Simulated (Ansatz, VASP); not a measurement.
Ti in VASP and in Ansatz

Contents of INCAR:

```
ALGO = Fast ; EDIFF = 1E-7
ENCUT = 520 ; ISIF = 2
ISMEAR = 0 ; LASPH = T
LCHARG = F ; LREAL = F
LWAVE = F ; NBANDS = 12
NELM = 60 ; PREC = Accurate
SIGMA = 0.15
```

File KPOINTS:

```
k-points
0
Gamma
  22 22 22
```

POSCAR

```
Ti
1.0
    0.0000000000      1.8962508107      2.0485197508
    1.8962508107      0.0000000000      2.0485197508
    1.8962508107      1.8962508107      0.0000000000
Ti
1
Direct
    0.0000000000      0.0000000000      0.0000000000
```

Input for Ansatz:

```yaml
crystal:
  lattice:
    - [0.0, 1.8962508107, 2.0485197508]
    - [1.8962508107, 0.0, 2.0485197508]
    - [1.8962508107, 1.8962508107, 0.0]
  atoms:
    - { symbol: Ti, position: [0.0, 0.0, 0.0] }
basis:
  ecutwfc: 520.0
kpoints:
  mp_grid: { grid: [22, 22, 22] }
hamiltonian:
  xc: lda
  pseudopotentials: { kind: paw, azcp: { folder: soft_1 } }
scf:
  occupations: { method: gaussian, width: 0.15 }
output:
  forces: true
  stress: true
  eigenvalues: true
```

Alike in both runs: task single point; functional LDA; k mesh 22 × 22 × 22; occupations gaussian, width 0.15 eV; no spin polarisation.

|  | VASP | Ansatz |
| --- | --- | --- |
| version | VASP 6.6.1 | Ansatz 0.2.0 |
| potentials or method | VASP PAW LDA potentials, release 64 (Ti_sv), cutoff 520 eV | scalar-relativistic, plane waves, PAW |
| valence electrons in the cell | 12 | 12 |

|  | VASP | Ansatz | Ansatz less VASP |
| --- | --- | --- | --- |
| gap on the k mesh at the Fermi level (eV) | none | none | - |
| pressure (GPa) | 11.3 | 11.7 | +0.32 |
| traceless stress, the component that is largest in VASP (GPa) | -1.25 | -1.21 | +0.045 |

Ansatz warns that its potentials were made for another functional, while VASP's fit it. LDA's correlation is that of Perdew and Zunger in VASP and of Perdew and Wang (1992) in Ansatz. A gap of «none» marks a metal or a gap that the smearing closes.
